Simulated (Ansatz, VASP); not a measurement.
# Two plane-wave programs on Ag

```
Ag
1.0
    -1.85850    1.85850    1.31396
     1.85850   -1.85850    1.31396
     1.85850    1.85850   -1.31396
Ag
1
Direct
  0.00000 0.00000 0.00000
```

Alike in both runs: task single point; functional PBE; k mesh 22 × 22 × 22; occupations gaussian, width 0.15 eV; no spin polarisation.

|  | VASP | Ansatz |
| --- | --- | --- |
| version | VASP 6.6.1 | Ansatz 0.2.0 |
| potentials or method | VASP PAW PBE potentials, release 64 (Ag), cutoff 520 eV | scalar-relativistic, plane waves, PAW |
| valence electrons in the cell | 11 | 19 |

Ansatz gave:

```
gap on the k mesh at the Fermi level (eV)                     : none
pressure (GPa)                                                : 4.2
traceless stress, the component that is largest in VASP (GPa) : 14.45
```

Task: What did VASP give for the same quantities?

Result: gap on the k mesh at the Fermi level (eV): none; pressure (GPa): 4.1; traceless stress, the component that is largest in VASP (GPa): 14.33.

A gap of «none» marks a metal or a gap that the smearing closes. The functional is the same, so the differences come from potentials, cutoffs and numerics. VASP's potentials hold 11 valence electrons a cell and Ansatz's 19, so a difference there can come from the potentials and not from the codes.
